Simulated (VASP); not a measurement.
Here is a VASP 6.6.1 calculation.

Contents of POSCAR:

```
WC
1.0
    0.0000000000      2.3302751839      2.3302751839
    2.3302751839      0.0000000000      2.3302751839
    2.3302751839      2.3302751839      0.0000000000
W C
1 1
Direct
    0.0000000000      0.0000000000      0.0000000000
    0.2500000000      0.2500000000      0.2500000000
```

The input INCAR.step1:

```
SYSTEM = WC
PREC = Accurate ; ENCUT = 520
ISMEAR = 0 ; SIGMA = 0.1
LREAL = .False. ; LASPH = .True.
NELM = 150 ; ISPIN = 2
MAGMOM = 2.5 0 ; LMAXMIX = 4
NBANDS = 20 ; GGA = PE
ALGO = Normal ; EDIFF = 1E-4
LWAVE = .True. ; LCHARG = .False.
```

The input INCAR.step2:

```
SYSTEM = WC
PREC = Accurate ; ENCUT = 520
EDIFF = 1E-7 ; ISMEAR = 0
SIGMA = 0.1 ; LREAL = .False.
LASPH = .True. ; NELM = 150
ALGO = Normal ; ISIF = 2
LWAVE = .False. ; LCHARG = .False.
ISPIN = 2 ; MAGMOM = 2.5 0
LORBIT = 11 ; LMAXMIX = 4
METAGGA = R2SCAN ; LMIXTAU = .True.
NBANDS = 20 ; ISTART = 1
```

File KPOINTS:

```
Automatic mesh
0
Gamma
  16 16 16
  0 0 0
```

Potentials or basis: VASP PAW PBE potentials, release 64 (W_sv, C).

Command:

```sh
$ cat potpaw_PBE.64/W_sv/POTCAR potpaw_PBE.64/C/POTCAR > POTCAR
$ cp INCAR.step1 INCAR
$ mpirun -np 1 vasp_std > vasp.out
$ cp INCAR.step2 INCAR
$ mpirun -np 1 vasp_std > vasp.out
```

What does it give for the band gap on the k mesh?

Zero (filled and empty bands overlap).

What does it give for the net moment?

0.00 μB per cell.

Predict the pressure.

4.5 GPa.

Caveat: the PAW data sets were made with another functional, which shifts forces and pressure a little; spin-orbit coupling is left out, which moves the levels of the heavy elements.
